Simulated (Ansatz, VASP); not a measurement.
## One calculation of Te, two programs

```xyz
4
Lattice="4.9589 0.0000 0.0000 -2.4795 4.2946 0.0000 0.0000 0.0000 9.0314" Properties=species:S:1:pos:R:3 pbc="T T T"
Te    0.0000    0.0000    8.6714
Te    0.0000    0.0000    4.1557
Te    0.0000    2.8630    0.4052
Te    2.4795    1.4315    4.9209
```

Alike in both runs: functional PBE; k mesh 12 × 12 × 6; occupations gaussian, width 0.1 eV; no spin polarisation.

Ansatz relaxed the structure, and its values are those at the end. VASP's run is a single point on that final structure, the one shown.

|  | VASP | Ansatz |
| --- | --- | --- |
| version | VASP 6.6.1 | Ansatz 0.2.0 |
| potentials or method | VASP PAW PBE potentials, release 64 (Te), cutoff 520 eV | scalar-relativistic, plane waves, PAW |
| valence electrons in the cell | 24 | 64 |

```csv
,VASP,Ansatz,Ansatz less VASP
gap on the k mesh at the Fermi level (eV),none,none,-
pressure (GPa),0.0,0.0,+0.02
```

A gap of «none» marks a metal or a gap that the smearing closes. The functional is the same, so the differences come from potentials, cutoffs and numerics. VASP's potentials hold 24 valence electrons a cell and Ansatz's 64, so a difference there can come from the potentials and not from the codes.

Spin-orbit coupling is off throughout.
